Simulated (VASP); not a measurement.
# Rb (P6/mmm) in VASP: further runs

Rb is run at these levels: PBE; tasks: single point, relaxation of cell and atoms.

Program: VASP 6.6.1. These are calculated values, not measurements. Logs are shortened: lines on timing, memory, paths and dates and some standing lists are left out, and cuts for length are marked.

## Step 1: The cell of the first run

The structure is hexagonal, space group P6/mmm (No. 191). The conventional cell has a = 8.094 Å, b = 8.094 Å, c = 4.846 Å, α = 90.00°, β = 90.00°, γ = 120.00°.

This isn't the form of Rb at room conditions, which is bcc.

## Step 2: Single point, PBE

File INCAR:

```
PREC     = Accurate       # precision mode
ENCUT    = 520            # plane-wave cutoff, eV
EDIFF    = 1E-7           # SCF threshold, eV
ISMEAR   = -1             # smearing method
SIGMA    = 0.1            # smearing width, eV
LREAL    = False          # projectors in reciprocal space
LASPH    = True           # aspherical terms in the spheres
NELM     = 100            # most SCF steps
ALGO     = Normal         # electronic algorithm
ISIF     = 2              # what is computed and relaxed
LWAVE    = False          # write WAVECAR
LCHARG   = False          # write CHGCAR
GGA      = PE             # functional
NBANDS   = 20             # bands
```

File KPOINTS:

```
regular mesh
0
Gamma
  6 6 9
```

File POSCAR:

```
Rb
1.0
    8.0936206878      0.0000000000      0.0000000000
   -4.0468103439      7.0092811242      0.0000000000
    0.0000000000      0.0000000000      4.8461066948
Rb
3
Direct
    0.0000000000      0.0000000000      0.0000000000
    0.3333333333      0.6666666667      0.5000000000
    0.6666666667      0.3333333333      0.5000000000
```

Potentials or basis: VASP PAW PBE potentials, release 64 (Rb_sv).

Command:

```
$ cat potpaw_PBE.64/Rb_sv/POTCAR > POTCAR
$ mpirun -np 1 vasp_std > vasp.out
```

OUTCAR:

```text
PREC = Accurate
   ENCUT = 520
   EDIFF = 1E-7
   ISMEAR = -1
   LREAL = False
   LASPH = True
   NELM = 100
   ISIF = 2
   GGA = PE

 ion  position               nearest neighbor table
   1  0.000  0.000  0.000-   2 5.26   3 5.26   2 5.26   3 5.26   2 5.26   2 5.26   3 5.26   3 5.26
                             3 5.26   3 5.26   2 5.26   2 5.26
   2  0.333  0.667  0.500-   3 4.67   3 4.67   3 4.67   1 5.26   1 5.26   1 5.26   1 5.26   1 5.26
                             1 5.26
   3  0.667  0.333  0.500-   2 4.67   2 4.67   2 4.67   1 5.26   1 5.26   1 5.26   1 5.26   1 5.26
                             1 5.26

  LATTYP: Found a hexagonal cell.
 ALAT       =     8.0936206878
 C/A-ratio  =     0.5987563393

  Lattice vectors:

 A1 = (   8.0936206878,   0.0000000000,   0.0000000000)
 A2 = (  -4.0468103439,   7.0092811242,   0.0000000000)
 A3 = (   0.0000000000,   0.0000000000,   4.8461066948)

Analysis of symmetry for initial positions (statically):
=====================================================================
 Subroutine PRICEL returns:
 Original cell was already a primitive cell.

 Routine SETGRP: Setting up the symmetry group for a
 hexagonal supercell.

 Subroutine GETGRP returns: Found 24 space group operations
 (whereof 24 operations were pure point group operations)
 out of a pool of 24 trial point group operations.

The static configuration has the point symmetry D_6h.

Analysis of symmetry for dynamics (positions and initial velocities):
=====================================================================
 Subroutine PRICEL returns:
 Original cell was already a primitive cell.

 Routine SETGRP: Setting up the symmetry group for a
 hexagonal supercell.

 Subroutine GETGRP returns: Found 24 space group operations
 (whereof 24 operations were pure point group operations)
 out of a pool of 24 trial point group operations.

The dynamic configuration has the point symmetry D_6h.

 Subroutine INISYM returns: Found 24 space group operations
 (whereof 24 operations are pure point group operations),
 and found     1 'primitive' translations

----------------------------------------------------------------------------------------

                                     Primitive cell

  volume of cell :     274.9219

  direct lattice vectors                    reciprocal lattice vectors
     8.093620688  0.000000000  0.000000000     0.123554098  0.071333991  0.000000000
    -4.046810344  7.009281124  0.000000000     0.000000000  0.142667983  0.000000000
     0.000000000  0.000000000  4.846106695     0.000000000  0.000000000  0.206351214

  length of vectors
     8.093620688  8.093620688  4.846106695     0.142667983  0.142667983  0.206351214

  position of ions in fractional coordinates (direct lattice)
     0.000000000  0.000000000  0.000000000
     0.333333333  0.666666667  0.500000000
     0.666666667  0.333333333  0.500000000

  ion indices of the primitive-cell ions
   primitive index   ion index
                 1           1
                 2           2
                 3           3

----------------------------------------------------------------------------------------

 KPOINTS: regular mesh

Automatic generation of k-mesh.
 Grid dimensions read from file:
 generate k-points for:    6    6    9

 Generating k-lattice:

  Cartesian coordinates                     Fractional coordinates (reciprocal lattice)
     0.020592350  0.011888999  0.000000000     0.166666667  0.000000000  0.000000000
     0.000000000  0.023777997  0.000000000     0.000000000  0.166666667  0.000000000
     0.000000000  0.000000000  0.022927913     0.000000000  0.000000000  0.111111111

  Length of vectors
     0.023777997  0.023777997  0.022927913

  Shift w.r.t. Gamma in fractional coordinates (k-lattice)
     0.000000000  0.000000000  0.000000000

 Subroutine IBZKPT returns following result:
 ===========================================

 Found     35 irreducible k-points:

 Following reciprocal coordinates:
            Coordinates               Weight
  0.000000  0.000000  0.000000      1.000000
  0.166667  0.000000  0.000000      6.000000
  0.333333  0.000000  0.000000      6.000000
  0.500000  0.000000  0.000000      3.000000
  0.166667  0.166667  0.000000      6.000000
  0.333333  0.166667  0.000000     12.000000
[... 16 lines left out ...]
  0.166667  0.000000  0.333333     12.000000
  0.333333  0.000000  0.333333     12.000000
 [... further k-points ...]
   k-points           NKPTS =     35   k-points in BZ     NKDIM =     35   number of bands    NBANDS=     20
   number of dos      NEDOS =    301   number of ions     NIONS =      3
   total plane-waves  NPLWV = 129600
   dimension x,y,z NGX =    60 NGY =   60 NGZ =   36
   dimension x,y,z NGXF=   120 NGYF=  120 NGZF=   72
   ions per type =               3
   NGX,Y,Z   is equivalent  to a cutoff of  12.32, 12.32, 12.35 a.u.
   NGXF,Y,Z  is equivalent  to a cutoff of  24.65, 24.65, 24.70 a.u.
 SYSTEM =  unknown system
   PREC   = accura    normal or accurate (medium, high low for compatibility)
   ISTART =      0    job   : 0-new  1-cont  2-samecut
   ICHARG =      2    charge: 1-file 2-atom 10-const
   ISPIN  =      1    spin polarized calculation?
   LNONCOLLINEAR =      F non collinear calculations
   LSORBIT =      F    spin-orbit coupling
   LASPH  =      T    aspherical Exc in radial PAW
   ENCUT  =  520.0 eV  38.22 Ry    6.18 a.u.  15.05 15.05  9.01*2*pi/ulx,y,z
   NELM   =    100;   NELMIN=  2; NELMDL= -5     # of ELM steps
   EDIFF  = 0.1E-06   stopping-criterion for ELM
   LREAL  =      F    real-space projection
   EDIFFG = 0.1E-05   stopping-criterion for IOM
   NSW    =      0    number of steps for IOM
   IBRION =     -1    ionic relax: 0-MD 1-quasi-New 2-CG
   NFREE  =      0    steps in history (QN), initial steepest desc. (CG)
   ISIF   =      2    stress and relaxation
   ISYM   =      2    0-nonsym 1-usesym 2-fastsym
   POTIM  = 0.5000    time-step for ionic-motion
   TEBEG  =    0.0;   TEEND  =   0.0 temperature during run
   PSTRESS=    0.0 pullay stress
   NELECT =      27.0000    total number of electrons
   NUPDOWN=      -1.0000    fix difference up-down
   EMIN   =  10.00;   EMAX   =-10.00  energy-range for DOS
   EFERMI =   0.00;   METHOD = LEGACY
   ISMEAR =    -1;   SIGMA  =   0.10  broadening in eV -4-tet -1-fermi 0-gaus
   EFERMI_NEDOS =   21; number of points for ismear=-14 and -15
   IALGO  =     38    algorithm
   IMIX   =      4    mixing-type and parameters
     AMIX     =   0.40;   BMIX     =  1.00
     AMIX_MAG =   1.60;   BMIX_MAG =  1.00
  volume/ion in A,a.u.               =      91.64       618.42
  Fermi-wavevector in a.u.,A,eV,Ry     =   0.755312  1.427333  7.762070  0.570496
  Thomas-Fermi vector in A             =   1.853178
   LORBIT       =      0    0 simple, 1 ext, 2 COOP (PROOUT), +10 PAW based schemes
   GGA     = PE    functional components
   LHFCALC =     F    Hartree Fock is set to
   AEXX    =    0.0000 exact exchange contribution
   IVDW    =     0    specifies the selected vdW correction
   LEPSILON=     F    determine dielectric tensor
   LRPA    =     F    only Hartree local field effects (RPA)
 non-spin polarized calculation
  energy-cutoff  :      520.00
  volume of cell :      274.92
 maximum number of plane-waves:      7428
   NGX = 31   NGY = 31   NGZ = 19

 number of electron      27.0000000 magnetization

 Free energy of the ion-electron system (eV)
  ---------------------------------------------------
  ext. energy  EPLUGINS =         0.00000000
  ---------------------------------------------------
  free energy    TOTEN  =        -2.82919555 eV

  energy without entropy =       -2.73815170  energy(sigma->0) =       -2.78367362

 E-fermi :  -0.0020     XC(G=0):  -5.4477

 val. band max:       -0.0089147948   @ k =   0.1667   0.1667   0.0000
 cond. band min:       0.0087014036   @ k =   0.1667   0.1667   0.0000
 fundamental gap:      0.0176161984
 Fermi energy:        -0.0019920082

 k-point     1 :       0.0000    0.0000    0.0000
  band No.  band energies     occupation
      1     -28.9445      2.00000
      2     -28.9388      2.00000
      3     -28.8611      2.00000
      4     -13.0678      2.00000
      5     -13.0678      2.00000
      6     -13.0060      2.00000
[... 12 lines left out ...]
     19       1.3314      0.00000
     20       3.1300      0.00000

 k-point     2 :       0.1667    0.0000    0.0000
  band No.  band energies     occupation
      1     -28.9441      2.00000
      2     -28.9392      2.00000
      3     -28.8611      2.00000
      4     -13.0709      2.00000
      5     -13.0658      2.00000
      6     -13.0050      2.00000
[... 12 lines left out ...]
     19       1.9452      0.00000
     20       3.1958      0.00000

 k-point     3 :       0.3333    0.0000    0.0000
  band No.  band energies     occupation
      1     -28.9433      2.00000
      2     -28.9400      2.00000
      3     -28.8611      2.00000
      4     -13.0765      2.00000
      5     -13.0581      2.00000
      6     -13.0095      2.00000
[... 12 lines left out ...]
     19       2.5214      0.00000
     20       2.9287      0.00000

 k-point     4 :       0.5000    0.0000    0.0000
  band No.  band energies     occupation
      1     -28.9426      2.00000
      2     -28.9407      2.00000
      3     -28.8611      2.00000
      4     -13.0789      2.00000
      5     -13.0505      2.00000
      6     -13.0174      2.00000
[... 12 lines left out ...]
     19       2.5400      0.00000
     20       2.6404      0.00000

 k-point     5 :       0.1667    0.1667    0.0000
  band No.  band energies     occupation
      1     -28.9435      2.00000
      2     -28.9398      2.00000
      3     -28.8611      2.00000
      4     -13.0743      2.00000
      5     -13.0614      2.00000
      6     -13.0082      2.00000
[... 12 lines left out ...]
     19       2.4023      0.00000
     20       3.0276      0.00000

 k-point     6 :       0.3333    0.1667    0.0000
  band No.  band energies     occupation
      1     -28.9426      2.00000
      2     -28.9407      2.00000
      3     -28.8611      2.00000
      4     -13.0771      2.00000
      5     -13.0512      2.00000
      6     -13.0202      2.00000
[... 12 lines left out ...]
     19       2.5261      0.00000
     20       2.7183      0.00000

 k-point     7 :       0.3333    0.3333    0.0000
  band No.  band energies     occupation
      1     -28.9416      2.00000
      2     -28.9416      2.00000
      3     -28.8611      2.00000
      4     -13.0765      2.00000
      5     -13.0376      2.00000
      6     -13.0376      2.00000
[... 12 lines left out ...]
     19       2.7742      0.00000
     20       2.7929      0.00000
[... 277 lines left out ...]
 k-point    20 :       0.3333    0.1667    0.2222
  band No.  band energies     occupation
      1     -28.9416      2.00000
      2     -28.9398      2.00000
      3     -28.8602      2.00000
      4     -13.0732      2.00000
      5     -13.0468      2.00000
      6     -13.0251      2.00000
[... 12 lines left out ...]
     19       2.3798      0.00000
     20       2.5728      0.00000

 k-point    21 :       0.3333    0.3333    0.2222
  band No.  band energies     occupation
      1     -28.9407      2.00000
      2     -28.9407      2.00000
      3     -28.8602      2.00000
      4     -13.0743      2.00000
      5     -13.0332      2.00000
      6     -13.0332      2.00000
[... 12 lines left out ...]
     19       2.3548      0.00000
     20       2.3548      0.00000

 k-point    22 :       0.0000    0.0000    0.3333
  band No.  band energies     occupation
      1     -28.9427      2.00000
      2     -28.9372      2.00000
      3     -28.8594      2.00000
      4     -13.0613      2.00000
      5     -13.0613      2.00000
      6     -13.0538      2.00000
[... 12 lines left out ...]
     19       2.5023      0.00000
     20       2.7151      0.00000

 k-point    23 :       0.1667    0.0000    0.3333
  band No.  band energies     occupation
      1     -28.9424      2.00000
      2     -28.9375      2.00000
      3     -28.8594      2.00000
      4     -13.0631      2.00000
      5     -13.0585      2.00000
      6     -13.0533      2.00000
[... 12 lines left out ...]
     19       2.4571      0.00000
     20       2.7413      0.00000

 k-point    24 :       0.3333    0.0000    0.3333
  band No.  band energies     occupation
      1     -28.9416      2.00000
      2     -28.9384      2.00000
      3     -28.8594      2.00000
      4     -13.0666      2.00000
      5     -13.0532      2.00000
      6     -13.0506      2.00000
[... 12 lines left out ...]
     19       1.9903      0.00000
     20       2.6680      0.00000

 [... further k-points ...]

------------------------ aborting loop because EDIFF is reached ----------------------------------------

  FORCE on cell =-STRESS in cart. coord.  units (eV):
  Direction    XX          YY          ZZ          XY          YZ          ZX
  --------------------------------------------------------------------------------------
  -------------------------------------------------------------------------------------
  Total        0.0265829      0.0265829      0.0041882      0.0000000     -0.0000000      0.0000000
  in kB        0.1549184      0.1549184      0.0244078      0.0000000     -0.0000000      0.0000000
  external PRESSURE =       0.1114148 kB  Pullay stress =       0.0000000 kB

 VOLUME and BASIS-vectors are now :
 -----------------------------------------------------------------------------
  energy-cutoff  :      520.00
  volume of cell :      274.92
      direct lattice vectors                 reciprocal lattice vectors
     8.093620688  0.000000000  0.000000000     0.123554098  0.071333991  0.000000000
    -4.046810344  7.009281124  0.000000000     0.000000000  0.142667983  0.000000000
     0.000000000  0.000000000  4.846106695     0.000000000  0.000000000  0.206351214

 POSITION                                       TOTAL-FORCE (eV/Angst)
 -----------------------------------------------------------------------------------
      0.00000      0.00000      0.00000         0.000000      0.000000      0.000000
     -0.00000      4.67285      2.42305         0.000000      0.000000      0.000000
      4.04681      2.33643      2.42305        -0.000000     -0.000000      0.000000
 -----------------------------------------------------------------------------------
    total drift:                                0.000000     -0.000000      0.000000

  FREE ENERGIE OF THE ION-ELECTRON SYSTEM (eV)
  ---------------------------------------------------
  free  energy   TOTEN  =        -2.8291955548 eV

  energy  without entropy=       -2.7381516950  energy(sigma->0) =       -2.78367362
```

It took 66 s on 1 thread of Intel Xeon 6975P-C (Granite Rapids), shared host; peak memory 0.4 GiB.

What came out:

- Free energy: -2.8292 eV
- Pressure: 0.0 GPa
- Band gap on the k mesh: zero (an odd number of electrons rules out a gap without spin polarisation)

(Part 1 of 2 ends here.)
